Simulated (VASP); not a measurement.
# BN in VASP: further runs

Aim: see how the results for BN move with the level of theory and the settings. Levels: LDA, PBEsol, PBE. Tasks: single point.

Program: VASP 6.6.1. These are calculated values, not measurements. Logs are shortened: lines on timing, memory, paths and dates and some standing lists are left out, and cuts for length are marked.

## 1. The cell of the first run

The cell holds a slab with vacuum, 8 atoms: a = 2.504 Å, b = 2.504 Å, c = 25.529 Å, α = 90.00°, β = 90.00°, γ = 120.00°.

## 2. Single point, LDA

INCAR

```
SYSTEM = BN
PREC     = Accurate       ! precision mode
ENCUT    = 520            ! plane-wave cutoff, eV
EDIFF    = 1E-7           ! SCF threshold, eV
ISMEAR   = 0              ! smearing method
SIGMA    = 0.05           ! smearing width, eV
LREAL    = .FALSE.        ! projectors in reciprocal space
LASPH    = .TRUE.         ! aspherical terms in the spheres
NELM     = 100            ! most SCF steps
ALGO     = Normal         ! electronic algorithm
ISIF     = 2              ! what is computed and relaxed
LWAVE    = .FALSE.        ! write WAVECAR
LCHARG   = .FALSE.        ! write CHGCAR
LDIPOL   = .TRUE.       
IDIPOL   = 3            
DIPOL    = 0.5 0.5 0.500
NBANDS   = 26             ! bands
```

KPOINTS

```
regular mesh
0
G
  12 12 1
  0 0 0
```

POSCAR

```
BN
1.0
    2.5043488730      0.0000000000      0.0000000000
   -1.2521744365      2.1688297439      0.0000000000
    0.0000000000      0.0000000000     25.5286415822
B N
4 4
Direct
    0.6666666667      0.3333333333      0.2937876650
    0.3333333333      0.6666666667      0.4312625550
    0.6666666667      0.3333333333      0.5687374450
    0.3333333333      0.6666666667      0.7062123350
    0.3333333333      0.6666666667      0.2937876650
    0.6666666667      0.3333333333      0.4312625550
    0.3333333333      0.6666666667      0.5687374450
    0.6666666667      0.3333333333      0.7062123350
```

Potentials or basis: VASP PAW LDA potentials, release 64 (B, N).

On the command line:

```sh
$ cat potpaw_LDA.64/B/POTCAR potpaw_LDA.64/N/POTCAR > POTCAR
$ mpirun -np 1 vasp_std > vasp.out
```

OUTCAR:

```text
SYSTEM = BN
   PREC = Accurate
   ENCUT = 520
   EDIFF = 1E-7
   ISMEAR = 0
   LREAL = .FALSE.
   LASPH = .TRUE.
   NELM = 100
   ISIF = 2

 ion  position               nearest neighbor table
   1  0.667  0.333  0.294-   5 1.45   5 1.45   5 1.45
   2  0.333  0.667  0.431-   6 1.45   6 1.45   6 1.45
   3  0.667  0.333  0.569-   7 1.45   7 1.45   7 1.45
   4  0.333  0.667  0.706-   8 1.45   8 1.45   8 1.45
   5  0.333  0.667  0.294-   1 1.45   1 1.45   1 1.45
   6  0.667  0.333  0.431-   2 1.45   2 1.45   2 1.45
   7  0.333  0.667  0.569-   3 1.45   3 1.45   3 1.45
   8  0.667  0.333  0.706-   4 1.45   4 1.45   4 1.45

  LATTYP: Found a hexagonal cell.
 ALAT       =     2.5043488730
 C/A-ratio  =    10.1937241482

  Lattice vectors:

 A1 = (   2.5043488730,   0.0000000000,   0.0000000000)
 A2 = (  -1.2521744365,   2.1688297439,   0.0000000000)
 A3 = (   0.0000000000,   0.0000000000,  25.5286415822)

Analysis of symmetry for initial positions (statically):
=====================================================================
 Subroutine PRICEL returns:
 Original cell was already a primitive cell.

 Routine SETGRP: Setting up the symmetry group for a
 hexagonal supercell.

 Subroutine GETGRP returns: Found 12 space group operations
 (whereof 12 operations were pure point group operations)
 out of a pool of 24 trial point group operations.

The static configuration has the point symmetry D_3d.

Analysis of symmetry for dynamics (positions and initial velocities):
=====================================================================
 Subroutine PRICEL returns:
 Original cell was already a primitive cell.

 Routine SETGRP: Setting up the symmetry group for a
 hexagonal supercell.

 Subroutine GETGRP returns: Found 12 space group operations
 (whereof 12 operations were pure point group operations)
 out of a pool of 24 trial point group operations.

The dynamic configuration has the point symmetry D_3d.

 Subroutine INISYM returns: Found 12 space group operations
 (whereof 12 operations are pure point group operations),
 and found     1 'primitive' translations

----------------------------------------------------------------------------------------

                                     Primitive cell

  volume of cell :     138.6590

  direct lattice vectors                    reciprocal lattice vectors
     2.504348873  0.000000000  0.000000000     0.399305389  0.230539074  0.000000000
    -1.252174437  2.168829744  0.000000000     0.000000000  0.461078147  0.000000000
     0.000000000  0.000000000 25.528641582     0.000000000  0.000000000  0.039171689

  length of vectors
     2.504348873  2.504348873 25.528641582     0.461078147  0.461078147  0.039171689

  position of ions in fractional coordinates (direct lattice)
     0.666666667  0.333333333  0.293787665
     0.333333333  0.666666667  0.431262555
     0.666666667  0.333333333  0.568737445
     0.333333333  0.666666667  0.706212335
     0.333333333  0.666666667  0.293787665
     0.666666667  0.333333333  0.431262555
     0.333333333  0.666666667  0.568737445
     0.666666667  0.333333333  0.706212335

  ion indices of the primitive-cell ions
   primitive index   ion index
                 1           1
                 2           2
                 3           3
                 4           4
                 5           5
                 6           6
                 7           7
                 8           8

----------------------------------------------------------------------------------------

 KPOINTS: regular mesh

Automatic generation of k-mesh.
 Grid dimensions read from file:
 generate k-points for:   12   12    1

 Generating k-lattice:

  Cartesian coordinates                     Fractional coordinates (reciprocal lattice)
     0.033275449  0.019211589  0.000000000     0.083333333  0.000000000  0.000000000
     0.000000000  0.038423179  0.000000000     0.000000000  0.083333333  0.000000000
     0.000000000  0.000000000  0.039171689     0.000000000  0.000000000  1.000000000

  Length of vectors
     0.038423179  0.038423179  0.039171689

  Shift w.r.t. Gamma in fractional coordinates (k-lattice)
     0.000000000  0.000000000  0.000000000

 Subroutine IBZKPT returns following result:
 ===========================================

 Found     19 irreducible k-points:

 Following reciprocal coordinates:
            Coordinates               Weight
  0.000000  0.000000  0.000000      1.000000
  0.083333  0.000000  0.000000      6.000000
  0.166667  0.000000  0.000000      6.000000
  0.250000  0.000000  0.000000      6.000000
  0.333333  0.000000  0.000000      6.000000
  0.416667  0.000000  0.000000      6.000000
[... 11 lines left out ...]
  0.333333  0.250000  0.000000     12.000000
  0.333333  0.333333  0.000000      2.000000
   k-points           NKPTS =     19   k-points in BZ     NKDIM =     19   number of bands    NBANDS=     26
   number of dos      NEDOS =    301   number of ions     NIONS =      8
   total plane-waves  NPLWV =  76800
   dimension x,y,z NGX =    20 NGY =   20 NGZ =  192
   dimension x,y,z NGXF=    40 NGYF=   40 NGZF=  384
   ions per type =               4   4
   NGX,Y,Z   is equivalent  to a cutoff of  13.28, 13.28, 12.50 a.u.
   NGXF,Y,Z  is equivalent  to a cutoff of  26.55, 26.55, 25.01 a.u.
 SYSTEM =  BN
   PREC   = accura    normal or accurate (medium, high low for compatibility)
   ISTART =      0    job   : 0-new  1-cont  2-samecut
   ICHARG =      2    charge: 1-file 2-atom 10-const
   ISPIN  =      1    spin polarized calculation?
   LNONCOLLINEAR =      F non collinear calculations
   LSORBIT =      F    spin-orbit coupling
   LASPH  =      T    aspherical Exc in radial PAW
   ENCUT  =  520.0 eV  38.22 Ry    6.18 a.u.   4.66  4.66 47.47*2*pi/ulx,y,z
   NELM   =    100;   NELMIN=  2; NELMDL= -5     # of ELM steps
   EDIFF  = 0.1E-06   stopping-criterion for ELM
   LREAL  =      F    real-space projection
   EDIFFG = 0.1E-05   stopping-criterion for IOM
   NSW    =      0    number of steps for IOM
   IBRION =     -1    ionic relax: 0-MD 1-quasi-New 2-CG
   NFREE  =      0    steps in history (QN), initial steepest desc. (CG)
   ISIF   =      2    stress and relaxation
   ISYM   =      2    0-nonsym 1-usesym 2-fastsym
   POTIM  = 0.5000    time-step for ionic-motion
   TEBEG  =    0.0;   TEEND  =   0.0 temperature during run
   PSTRESS=    0.0 pullay stress
   NELECT =      32.0000    total number of electrons
   NUPDOWN=      -1.0000    fix difference up-down
   EMIN   =  10.00;   EMAX   =-10.00  energy-range for DOS
   EFERMI =   0.00;   METHOD = LEGACY
   ISMEAR =     0;   SIGMA  =   0.05  broadening in eV -4-tet -1-fermi 0-gaus
   EFERMI_NEDOS =   21; number of points for ismear=-14 and -15
   IALGO  =     38    algorithm
   IMIX   =      4    mixing-type and parameters
     AMIX     =   0.40;   BMIX     =  1.00
     AMIX_MAG =   1.60;   BMIX_MAG =  1.00
  volume/ion in A,a.u.               =      17.33       116.96
  Fermi-wavevector in a.u.,A,eV,Ry     =   1.004174  1.897613 13.719635  1.008365
  Thomas-Fermi vector in A             =   2.136773
   LORBIT       =      0    0 simple, 1 ext, 2 COOP (PROOUT), +10 PAW based schemes
   GGA     = CA    functional components
   LHFCALC =     F    Hartree Fock is set to
   AEXX    =    0.0000 exact exchange contribution
   IVDW    =     0    specifies the selected vdW correction
   LEPSILON=     F    determine dielectric tensor
   LRPA    =     F    only Hartree local field effects (RPA)
 non-spin polarized calculation
 Gauss-broadening in eV      SIGMA  =   0.05
  energy-cutoff  :      520.00
  volume of cell :      138.66
 maximum number of plane-waves:      3767
 NGX is ok and might be reduce to    20
   NGX =  9   NGY =  9   NGZ = 95

 number of electron      32.0000001 magnetization

 dipolmoment           0.000000      0.000000     -0.000000 electrons x Angstroem

 Free energy of the ion-electron system (eV)
  ---------------------------------------------------
  ext. energy  EPLUGINS =         0.00000000
  ---------------------------------------------------
  free energy    TOTEN  =       -77.07099457 eV

  energy without entropy =      -77.07099457  energy(sigma->0) =      -77.07099457

 E-fermi :  -1.5074     XC(G=0):  -5.8795

 val. band max:       -1.8143359406   @ k =   0.3333   0.3333   0.0000
 cond. band min:       2.4094883399   @ k =   0.5000   0.0000   0.0000
 fundamental gap:      4.2238242805
 Fermi energy:        -1.5074223839

 k-point     1 :       0.0000    0.0000    0.0000
  band No.  band energies     occupation
      1     -19.3386      2.00000
      2     -19.2884      2.00000
      3     -19.2250      2.00000
      4     -19.1727      2.00000
      5      -7.7813      2.00000
      6      -7.3961      2.00000
[... 18 lines left out ...]
     25       9.2240      0.00000
     26       9.6534      0.00000

 k-point     2 :       0.0833    0.0000    0.0000
  band No.  band energies     occupation
      1     -19.2037      2.00000
      2     -19.1542      2.00000
      3     -19.0919      2.00000
      4     -19.0405      2.00000
      5      -7.5955      2.00000
      6      -7.2138      2.00000
[... 18 lines left out ...]
     25       9.3005      0.00000
     26       9.5682      0.00000

 k-point     3 :       0.1667    0.0000    0.0000
  band No.  band energies     occupation
      1     -18.8058      2.00000
      2     -18.7588      2.00000
      3     -18.6997      2.00000
      4     -18.6510      2.00000
      5      -7.0456      2.00000
      6      -6.6759      2.00000
[... 427 lines left out ...]
 k-point    18 :       0.3333    0.2500    0.0000
  band No.  band energies     occupation
      1     -15.7636      2.00000
      2     -15.7526      2.00000
      3     -15.7389      2.00000
      4     -15.7276      2.00000
      5      -9.9581      2.00000
      6      -9.9424      2.00000
[... 18 lines left out ...]
     25      10.5889      0.00000
     26      11.3290      0.00000

 k-point    19 :       0.3333    0.3333    0.0000
  band No.  band energies     occupation
      1     -15.5449      2.00000
      2     -15.5449      2.00000
      3     -15.5444      2.00000
      4     -15.5444      2.00000
      5      -9.8205      2.00000
      6      -9.7943      2.00000
[... 18 lines left out ...]
     25      11.2519      0.00000
     26      11.5524      0.00000

------------------------ aborting loop because EDIFF is reached ----------------------------------------

 vacuum level on the upper side and lower side of the slab       (xc-potential included)        -0.085        -0.085

  FORCE on cell =-STRESS in cart. coord.  units (eV):
  Direction    XX          YY          ZZ          XY          YZ          ZX
  --------------------------------------------------------------------------------------
  -------------------------------------------------------------------------------------
  Total       -2.8025308     -2.8025308     -0.5361336      0.0000000      0.0000000      0.0000000
  in kB      -32.3826946    -32.3826946     -6.1949192      0.0000000      0.0000000      0.0000000
  external PRESSURE =     -23.6534361 kB  Pullay stress =       0.0000000 kB

 VOLUME and BASIS-vectors are now :
 -----------------------------------------------------------------------------
  energy-cutoff  :      520.00
  volume of cell :      138.66
      direct lattice vectors                 reciprocal lattice vectors
     2.504348873  0.000000000  0.000000000     0.399305389  0.230539074  0.000000000
    -1.252174437  2.168829744  0.000000000     0.000000000  0.461078147  0.000000000
     0.000000000  0.000000000 25.528641582     0.000000000  0.000000000  0.039171689

 POSITION                                       TOTAL-FORCE (eV/Angst)
 -----------------------------------------------------------------------------------
      1.25217      0.72294      7.50000         0.000000      0.000000      0.048975
     -0.00000      1.44589     11.00955        -0.000000      0.000000      0.000154
      1.25217      0.72294     14.51909         0.000000      0.000000     -0.000154
     -0.00000      1.44589     18.02864        -0.000000     -0.000000     -0.048975
     -0.00000      1.44589      7.50000        -0.000000     -0.000000     -0.005162
      1.25217      0.72294     11.00955         0.000000     -0.000000      0.000025
     -0.00000      1.44589     14.51909        -0.000000      0.000000     -0.000025
      1.25217      0.72294     18.02864         0.000000      0.000000      0.005162
 -----------------------------------------------------------------------------------
    total drift:                                0.000000     -0.000000      0.000000

  FREE ENERGIE OF THE ION-ELECTRON SYSTEM (eV)
  ---------------------------------------------------
  free  energy   TOTEN  =       -77.0709945683 eV

  energy  without entropy=      -77.0709945683  energy(sigma->0) =      -77.07099457

 vacuum level on the upper side and lower side of the slab         4.250         4.250
```

Wall time 92 s (1 thread of Intel Xeon Platinum 8259CL at 2.50GHz (Skylake/Cascade Lake), shared host); peak memory 0.22 GiB.

Results:

```
Free energy            : -77.0710 eV
Largest force          : 0.049 eV/Å
Band gap on the k mesh : 4.22 eV, indirect (least direct gap 4.54 eV)
```

Forces in eV/Å, atoms in the order of the input:
```
B    0.000  0.000  0.049
B    0.000  0.000  0.000
B    0.000  0.000  0.000
B    0.000  0.000 -0.049
N    0.000  0.000 -0.005
N    0.000  0.000  0.000
N    0.000  0.000  0.000
N    0.000  0.000  0.005
```

Levels at points of the mesh, in eV from the valence-band top:
| k point | band 12 | band 13 | band 14 | band 15 | band 16 | band 17 | band 18 | band 19 | band 20 | band 21 |
| --- | --- | --- | --- | --- | --- | --- | --- | --- | --- | --- |
| (0.00, 0.00, 0.00) | -1.34 | -1.34 | -1.34 | -1.33 | -1.33 | 4.69 | 5.09 | 5.75 | 6.67 | 6.79 |
| (0.50, 0.00, 0.00) | -4.13 | -1.25 | -1.05 | -0.80 | -0.62 | 4.22 | 4.44 | 4.80 | 5.15 | 9.51 |

(Part 1 of 2 ends here.)
